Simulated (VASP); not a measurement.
# WS2 in VASP: further runs, part 3 of 3

VASP 6.6.1.

**4. Single point, PBE+D3(BJ) (biaxial strain in the a-b plane: -3.0 %)**

File INCAR:

```
PREC = Accurate
ENCUT = 520
EDIFF = 1E-6
ISMEAR = 0
SIGMA = 0.02
LREAL = F
LASPH = T
NELM = 80
ALGO = Normal
ISIF = 2
LWAVE = F
LCHARG = F
GGA = PE
IVDW = 12
NBANDS = 35
```

File KPOINTS:

```
regular mesh
0
Gamma
  12 12 4
```

File POSCAR:

```
WS2
1.0
    3.0595260465      0.0000000000      0.0000000000
   -1.5297630233      2.6496272798      0.0000000000
    0.0000000000      0.0000000000     12.3664373376
W S
2 4
Direct
    0.3333333333      0.6666666667      0.7499877950
    0.6666666667      0.3333333333      0.2500122050
    0.3333333333      0.6666666667      0.1192385043
    0.6666666667      0.3333333333      0.6192142866
    0.3333333333      0.6666666667      0.3807857134
    0.6666666667      0.3333333333      0.8807614957
```

Potentials or basis: VASP PAW PBE potentials, release 64 (W_sv, S).

The run is started by

```
$ cat potpaw_PBE.64/W_sv/POTCAR potpaw_PBE.64/S/POTCAR > POTCAR
$ mpirun -np 1 vasp_std > vasp.out
```

OUTCAR:

```text
PREC = Accurate
   ENCUT = 520
   EDIFF = 1E-6
   ISMEAR = 0
   LREAL = F
   LASPH = T
   NELM = 80
   ISIF = 2
   GGA = PE
   IVDW = 12
 IVDW          = 12

 ion  position               nearest neighbor table
   1  0.333  0.667  0.750-   4 2.39   4 2.39   4 2.39   6 2.39   6 2.39   6 2.39
   2  0.667  0.333  0.250-   5 2.39   5 2.39   5 2.39   3 2.39   3 2.39   3 2.39
   3  0.333  0.667  0.119-   2 2.39   2 2.39   2 2.39
   4  0.667  0.333  0.619-   1 2.39   1 2.39   1 2.39
   5  0.333  0.667  0.381-   2 2.39   2 2.39   2 2.39
   6  0.667  0.333  0.881-   1 2.39   1 2.39   1 2.39

  LATTYP: Found a hexagonal cell.
 ALAT       =     3.0595260465
 C/A-ratio  =     4.0419454352

  Lattice vectors:

 A1 = (   3.0595260465,   0.0000000000,   0.0000000000)
 A2 = (  -1.5297630233,   2.6496272798,   0.0000000000)
 A3 = (   0.0000000000,   0.0000000000,  12.3664373376)

Analysis of symmetry for initial positions (statically):
=====================================================================
 Subroutine PRICEL returns:
 Original cell was already a primitive cell.

 Routine SETGRP: Setting up the symmetry group for a
 hexagonal supercell.

 Subroutine GETGRP returns: Found 12 space group operations
 (whereof 12 operations were pure point group operations)
 out of a pool of 24 trial point group operations.

The static configuration has the point symmetry D_3d.

Analysis of symmetry for dynamics (positions and initial velocities):
=====================================================================
 Subroutine PRICEL returns:
 Original cell was already a primitive cell.

 Routine SETGRP: Setting up the symmetry group for a
 hexagonal supercell.

 Subroutine GETGRP returns: Found 12 space group operations
 (whereof 12 operations were pure point group operations)
 out of a pool of 24 trial point group operations.

The dynamic configuration has the point symmetry D_3d.

 Subroutine INISYM returns: Found 12 space group operations
 (whereof 12 operations are pure point group operations),
 and found     1 'primitive' translations

----------------------------------------------------------------------------------------

                                     Primitive cell

  volume of cell :     100.2498

  direct lattice vectors                    reciprocal lattice vectors
     3.059526046  0.000000000  0.000000000     0.326848010  0.188705787  0.000000000
    -1.529763023  2.649627280  0.000000000     0.000000000  0.377411573  0.000000000
     0.000000000  0.000000000 12.366437338     0.000000000  0.000000000  0.080864033

  length of vectors
     3.059526046  3.059526047 12.366437338     0.377411573  0.377411573  0.080864033

  position of ions in fractional coordinates (direct lattice)
     0.333333333  0.666666667  0.749987795
     0.666666667  0.333333333  0.250012205
     0.333333333  0.666666667  0.119238504
     0.666666667  0.333333333  0.619214287
     0.333333333  0.666666667  0.380785713
     0.666666667  0.333333333  0.880761496

  ion indices of the primitive-cell ions
   primitive index   ion index
                 1           1
                 2           2
                 3           3
                 4           4
                 5           5
                 6           6

----------------------------------------------------------------------------------------

 KPOINTS: regular mesh
[... 30 lines left out ...]
  0.416667  0.000000  0.000000      6.000000
[... 16 lines left out ...]
  0.166667  0.000000  0.250000      6.000000
  0.000000  0.166667  0.250000      6.000000
 [... further k-points ...]
   k-points           NKPTS =     69   k-points in BZ     NKDIM =     69   number of bands    NBANDS=     35
   number of dos      NEDOS =    301   number of ions     NIONS =      6
   total plane-waves  NPLWV =  55296
   dimension x,y,z NGX =    24 NGY =   24 NGZ =   96
   dimension x,y,z NGXF=    48 NGYF=   48 NGZF=  192
   ions per type =               2   4
   NGX,Y,Z   is equivalent  to a cutoff of  13.04, 13.04, 12.91 a.u.
   NGXF,Y,Z  is equivalent  to a cutoff of  26.08, 26.08, 25.81 a.u.
 SYSTEM =  unknown system
   PREC   = accura    normal or accurate (medium, high low for compatibility)
   ISTART =      0    job   : 0-new  1-cont  2-samecut
   ICHARG =      2    charge: 1-file 2-atom 10-const
   ISPIN  =      1    spin polarized calculation?
   LNONCOLLINEAR =      F non collinear calculations
   LSORBIT =      F    spin-orbit coupling
   LASPH  =      T    aspherical Exc in radial PAW
   ENCUT  =  520.0 eV  38.22 Ry    6.18 a.u.   5.69  5.69 22.99*2*pi/ulx,y,z
   NELM   =     80;   NELMIN=  2; NELMDL= -5     # of ELM steps
   EDIFF  = 0.1E-05   stopping-criterion for ELM
   LREAL  =      F    real-space projection
   EDIFFG = 0.1E-04   stopping-criterion for IOM
   NSW    =      0    number of steps for IOM
   IBRION =     -1    ionic relax: 0-MD 1-quasi-New 2-CG
   NFREE  =      0    steps in history (QN), initial steepest desc. (CG)
   ISIF   =      2    stress and relaxation
   ISYM   =      2    0-nonsym 1-usesym 2-fastsym
   POTIM  = 0.5000    time-step for ionic-motion
   TEBEG  =    0.0;   TEEND  =   0.0 temperature during run
   PSTRESS=    0.0 pullay stress
   NELECT =      52.0000    total number of electrons
   NUPDOWN=      -1.0000    fix difference up-down
   EMIN   =  10.00;   EMAX   =-10.00  energy-range for DOS
   EFERMI =   0.00;   METHOD = LEGACY
   ISMEAR =     0;   SIGMA  =   0.02  broadening in eV -4-tet -1-fermi 0-gaus
   EFERMI_NEDOS =   21; number of points for ismear=-14 and -15
   IALGO  =     38    algorithm
   IMIX   =      4    mixing-type and parameters
     AMIX     =   0.40;   BMIX     =  1.00
     AMIX_MAG =   1.60;   BMIX_MAG =  1.00
  volume/ion in A,a.u.               =      16.71       112.75
  Fermi-wavevector in a.u.,A,eV,Ry     =   1.315371  2.485690 23.540794  1.730200
  Thomas-Fermi vector in A             =   2.445558
   LORBIT       =      0    0 simple, 1 ext, 2 COOP (PROOUT), +10 PAW based schemes
   GGA     = PE    functional components
   LHFCALC =     F    Hartree Fock is set to
   AEXX    =    0.0000 exact exchange contribution
   IVDW    =    12    specifies the selected vdW correction
   LEPSILON=     F    determine dielectric tensor
   LRPA    =     F    only Hartree local field effects (RPA)
 non-spin polarized calculation
 Gauss-broadening in eV      SIGMA  =   0.02
  energy-cutoff  :      520.00
  volume of cell :      100.25
 maximum number of plane-waves:      2716
 NGX is ok and might be reduce to    24
   NGX = 11   NGY = 11   NGZ = 45

 number of electron      52.0000006 magnetization

 Free energy of the ion-electron system (eV)
  ---------------------------------------------------
  ext. energy  EPLUGINS =         0.00000000
  ---------------------------------------------------
  free energy    TOTEN  =       -46.88006935 eV

  energy without entropy =      -46.88006935  energy(sigma->0) =      -46.88006935

 E-fermi :   7.9906     XC(G=0): -11.3028

 val. band max:        7.9080199627   @ k =   0.0000   0.0000   0.0000
 cond. band min:       8.9326003968   @ k =   0.1667   0.1667   0.0000
 fundamental gap:      1.0245804341
 Fermi energy:         7.9905500330

 k-point     1 :       0.0000    0.0000    0.0000
  band No.  band energies     occupation
      1     -66.2837      2.00000
      2     -66.2837      2.00000
      3     -30.6146      2.00000
      4     -30.6146      2.00000
      5     -30.3126      2.00000
      6     -30.3126      2.00000
[... 901 lines left out ...]
     34      11.5655      0.00000
     35      15.1401      0.00000

 [... further k-points ...]

------------------------ aborting loop because EDIFF is reached ----------------------------------------

 Edisp (eV)   -2.72652

 E8    (eV) :    -1.1459

  FORCE on cell =-STRESS in cart. coord.  units (eV):
  Direction    XX          YY          ZZ          XY          YZ          ZX
  --------------------------------------------------------------------------------------
  -------------------------------------------------------------------------------------
  Total       5.95954     5.95954    -1.12472    -0.00000     0.00000     0.00000
  in kB      95.24451    95.24451   -17.97516    -0.00000     0.00000     0.00000
  external pressure =       57.50 kB  Pullay stress =        0.00 kB

 VOLUME and BASIS-vectors are now :
 -----------------------------------------------------------------------------
  energy-cutoff  :      520.00
  volume of cell :      100.25
      direct lattice vectors                 reciprocal lattice vectors
     3.059526046  0.000000000  0.000000000     0.326848010  0.188705787  0.000000000
    -1.529763023  2.649627280  0.000000000     0.000000000  0.377411573  0.000000000
     0.000000000  0.000000000 12.366437338     0.000000000  0.000000000  0.080864033

 POSITION                                       TOTAL-FORCE (eV/Angst)
 -----------------------------------------------------------------------------------
     -0.00000      1.76642      9.27468        -0.000000     -0.000000      0.000106
      1.52976      0.88321      3.09176         0.000000      0.000000     -0.000106
     -0.00000      1.76642      1.47456         0.000000      0.000000      0.124457
      1.52976      0.88321      7.65747         0.000000     -0.000000      0.124674
     -0.00000      1.76642      4.70896         0.000000      0.000000     -0.124674
      1.52976      0.88321     10.89188        -0.000000     -0.000000     -0.124457
 -----------------------------------------------------------------------------------
    total drift:                                0.000000     -0.000000      0.000000

  FREE ENERGIE OF THE ION-ELECTRON SYSTEM (eV)
  ---------------------------------------------------
  free  energy   TOTEN  =       -49.6065874891 eV

  energy  without entropy=      -49.6065874891  energy(sigma->0) =      -49.60658749
```

stdout:

```text
POSCAR found type information on POSCAR W S
 POSCAR found :  2 types and       6 ions
 scaLAPACK will be used
 LDA part: xc-table for (Slater+PW92), standard interpolation
 POSCAR, INCAR and KPOINTS ok, starting setup
 FFT: planning ... GRIDC
 FFT: planning ... GRID_SOFT
 FFT: planning ... GRID
 WAVECAR not read
 entering main loop
```

Wall time 2.4 min (1 thread of AMD EPYC 9R45 (Zen 5), shared host); peak memory 0.32 GiB.

Results:

```yaml
Free_energy: -49.6066 eV
Pressure: 5.8 GPa
Largest_force: 0.125 eV/Å
Band_gap_on_the_k_mesh: 1.02 eV, indirect (least direct gap 2.18 eV)
Dispersion_energy_per_atom: -0.454 eV
```

Forces on the atoms (eV/Å):
```
W    0.000  0.000  0.000
W    0.000  0.000  0.000
S    0.000  0.000  0.124
S    0.000  0.000  0.125
S    0.000  0.000 -0.125
S    0.000  0.000 -0.124
```

Levels at points of the mesh, in eV from the valence-band top:
```tsv
k point	band 22	band 23	band 24	band 25	band 26	band 27	band 28	band 29	band 30	band 31
(0.00, 0.00, 0.00)	-1.52	-1.52	-1.49	-1.46	0.00	2.77	2.77	2.87	2.87	2.89
(0.50, 0.00, 0.00)	-2.77	-1.49	-1.38	-1.37	-1.13	2.92	3.14	3.18	3.40	3.47
(0.00, 0.00, 0.50)	-1.55	-1.55	-1.55	-0.36	-0.36	2.83	2.83	2.83	2.83	2.93
(0.50, 0.00, 0.50)	-2.91	-1.41	-1.41	-1.25	-1.25	3.16	3.16	3.22	3.22	3.75
```

Caveat: the cell differs from its parent crystal (biaxial strain in the a-b plane: -3.0 %); spin-orbit coupling is left out, which moves the levels of the heavy elements. A k mesh can miss the band edges.

**5. Summary**

| cell | gap on the mesh (eV) | pressure (GPa) |
| --- | --- | --- |
| a = 3.249, b = 3.249, c = 12.027 Å, angles 90.0, 90.0, 120.0°, 6 atoms | 0.67 | -5.5 |
| a = 3.060, b = 3.060, c = 12.262 Å, angles 90.0, 90.0, 120.0°, 6 atoms | 0.97 | 6.8 |
| a = 3.060, b = 3.060, c = 12.366 Å, angles 90.0, 90.0, 120.0°, 6 atoms | 1.02 | 5.8 |

Alike in all rows: task single point; level PBE+D3(BJ); potentials or basis VASP PAW PBE potentials, release 64 (W_sv, S); no spin polarisation; k mesh 12 × 12 × 4; cutoff (eV) 520; smearing gaussian 0.02 eV.

Caveats: spin-orbit coupling is left out, which moves the levels of the heavy elements.

Absolute energies hang on the potentials; compare differences alone.
